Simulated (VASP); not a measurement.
**Cl: single point with LDA**

Cl:

```
Cl
1.0
     2.74589    0.00000    0.00000
     0.00000    2.74589    0.00000
     0.00000    0.00000    2.74589
Cl
1
Direct
  0.00000 0.00000 0.00000
```

```yaml
Program: VASP 6.6.1
Task: single point
Functional: LDA
Potentials_or_basis: VASP PAW LDA potentials, release 64 (Cl)
Cutoff: 520 eV
k_mesh: 15 × 15 × 15
Occupations: fermi-dirac, width 0.08 eV
Spin: no spin polarisation
Dipole_correction: no
Further_INCAR_settings: ALGO = Normal; EDIFF = 1e-07; NBANDS = 10
```

```json
{
 "Pressure": "0.0 GPa",
 "Band gap on the k mesh": "zero (an odd number of electrons rules out a gap without spin polarisation)"
}
```

Levels at points of the mesh, in eV from the Fermi level:
```csv
k point,band 2,band 3,band 4,band 5,band 6,band 7
"(0.00, 0.00, 0.00)",-0.18,-0.18,-0.18,8.07,9.65,9.65
```

Wall time 18 s on 1 thread of Intel Xeon 8259CL (shared host), peak memory 0.13 GiB.

Caveat: an odd number of electrons without spin polarisation forces a metal; a magnetic or distorted state may lie lower.
